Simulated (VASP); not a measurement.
Set up this calculation in VASP 6.6.1, as the native input.

```yaml
Task: single point
Functional: PBE
Dispersion: D3(BJ)
Potentials_or_basis: VASP PAW PBE potentials, release 64 (Sr_sv, O)
Cutoff: 520 eV
k_mesh: 8 × 8 × 10
Occupations: gaussian, width 0.05 eV
Spin: no spin polarisation
Dipole_correction: no
Further_INCAR_settings: ALGO = Normal; EDIFF = 1e-07; NBANDS = 24; ISYM = 0
```

The structure of SrO lies in POSCAR:

```
SrO
1.0
    4.4863742577      0.0000000000      0.0000000000
    0.0000000000      4.4863742577      0.0000000000
    0.0000000000      0.0000000000      3.5966252849
Sr O
2 2
Direct
    0.5000000000      0.0000000000      0.2703680608
    0.0000000000      0.5000000000      0.7296319392
    0.0000000000      0.0000000000      0.0000000000
    0.5000000000      0.5000000000      0.0000000000
```

The input as run:

INCAR

```
PREC = Accurate
ENCUT = 520
EDIFF = 1E-7
ISMEAR = 0
SIGMA = 0.05
LREAL = False
LASPH = True
NELM = 80
ALGO = Normal
ISIF = 2
LWAVE = False
LCHARG = True
GGA = PE
IVDW = 12
LELF = True
LVHAR = True
ISYM = 0
NBANDS = 24
```

KPOINTS

```
Automatic mesh
0
Gamma
  8 8 10
```

Potentials or basis: VASP PAW PBE potentials, release 64 (Sr_sv, O).

Run with:

```sh
$ cat potpaw_PBE.64/Sr_sv/POTCAR potpaw_PBE.64/O/POTCAR > POTCAR
$ mpirun -np 1 vasp_std > vasp.out
```

Results of the run:

```
Pressure                   : -1.4 GPa
Largest force              : 0.073 eV/Å
Band gap on the k mesh     : 2.52 eV (least direct gap 2.59 eV)
Dispersion energy per atom : -0.231 eV
```

Caveat: three body term missing.

It took 5.5 min on 1 thread of Oxide Virtual Turin-like Processor (shared host), peak memory 0.52 GiB.
